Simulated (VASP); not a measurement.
Input of a VASP 6.6.1 run:

File INCAR:

```
SYSTEM = PbS
PREC = Accurate
ENCUT = 520
EDIFF = 1E-6
ISMEAR = -1
SIGMA = 0.06
LREAL = .FALSE.
LASPH = .TRUE.
NELM = 100
ALGO = Normal
ISIF = 2
LWAVE = .FALSE.
LCHARG = .FALSE.
GGA = CA
NBANDS = 17
```

File KPOINTS:

```
regular mesh
0
G
  8 8 8
  0 0 0
```

The input POSCAR:

```
PbS
1.0
    0.0000000000      3.0607105000      3.0607105000
    3.0607105000      0.0000000000      3.0607105000
    3.0607105000      3.0607105000      0.0000000000
Pb S
1 1
Direct
    0.0000000000      0.0000000000      0.0000000000
    0.5000000000      0.5000000000      0.5000000000
```

Potentials or basis: VASP PAW LDA potentials, release 64 (Pb_d, S).

Run with:

```bash
$ cat potpaw_LDA.64/Pb_d/POTCAR potpaw_LDA.64/S/POTCAR > POTCAR
$ mpirun -np 1 vasp_std > vasp.out
```

Q: Predict the pressure.

A: -6.6 GPa.

Q: What does it give for the band gap on the k mesh?

A: 0.50 eV, direct.

Caveat: spin-orbit coupling is left out, which moves the levels of the heavy elements. A k mesh can miss the band edges.
